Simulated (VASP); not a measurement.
Here is a VASP 6.6.1 calculation.

The input INCAR:

```
SYSTEM = Re
PREC     = Accurate       ! precision mode
ENCUT    = 600            ! plane-wave cutoff, eV
EDIFF    = 1E-6           ! SCF threshold, eV
ISMEAR   = 0              ! smearing method
SIGMA    = 0.05           ! smearing width, eV
LREAL    = .FALSE.        ! projectors in reciprocal space
LASPH    = .TRUE.         ! aspherical terms in the spheres
NELM     = 120            ! most SCF steps
ALGO     = Normal         ! electronic algorithm
ISIF     = 2              ! what is computed and relaxed
LWAVE    = .FALSE.        ! write WAVECAR
LCHARG   = .TRUE.         ! write CHGCAR
GGA      = PE             ! functional
LELF     = .TRUE.         ! ELF
LVHAR    = .TRUE.       
NBANDS   = 14             ! bands
GGA_COMPAT= .FALSE.
```

The input KPOINTS:

```
Automatic mesh
0
G
  8 8 4
  0 0 0
```

Contents of POSCAR:

```
Re
1.0
    2.7700544388      0.0000000000      0.0000000000
   -1.3850272194      2.3989375139      0.0000000000
    0.0000000000      0.0000000000      4.5080351528
Re
2
Direct
    0.3333333333      0.6666666667      0.7500000000
    0.6666666667      0.3333333333      0.2500000000
```

Potentials or basis: VASP PAW PBE potentials, release 64 (Re).

Command:

```bash
$ cat potpaw_PBE.64/Re/POTCAR > POTCAR
$ mpirun -np 1 vasp_std > vasp.out
```

Estimate the band gap on the k mesh.

zero (bands 7 and 8 overlap by 2.68 eV).

Estimate the pressure.

-0.5 GPa.

Stress tensor (GPa, compression positive):
```
-0.42  0.00  0.00
 0.00 -0.42  0.00
 0.00  0.00 -0.72
```

Caveat: spin-orbit coupling is left out, which moves the levels of the heavy elements.
